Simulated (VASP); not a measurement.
La2GeW2, 5 atoms in the cell. The typed cell holds 5 atoms: a = 3.873 Å, b = 3.873 Å, c = 9.457 Å, α = 90.00°, β = 90.00°, γ = 120.00°. 

* Program: VASP 6.6.1
* Task: single point
* Functional: r2SCAN
* Potentials or basis: VASP PAW PBE potentials, release 64 (Ge_d, W_sv, La)
* Cutoff: 520 eV
* k mesh: 5 × 5 × 2
* Occupations: fermi-dirac, width 0.011 eV
* Spin: no spin polarisation
* Dipole correction: no
* Further INCAR settings: ALGO = Normal; EDIFF = 1e-07; NBANDS = 40

Potentials or basis: VASP PAW PBE potentials, release 64 (Ge_d, W_sv, La).

Command:

```bash
$ cat potpaw_PBE.64/Ge_d/POTCAR potpaw_PBE.64/W_sv/POTCAR potpaw_PBE.64/La/POTCAR > POTCAR
$ cp INCAR.step1 INCAR
$ mpirun -np 1 vasp_std > vasp.out
$ cp INCAR.step2 INCAR
$ mpirun -np 1 vasp_std > vasp.out
```

Hardware: 1 thread of Intel Xeon 8259CL, on a shared host.

Estimate the wall time of this run.

Wall time 18 min on 1 thread of Intel Xeon 8259CL (shared host), peak memory 0.32 GiB. Counts: k points 18.
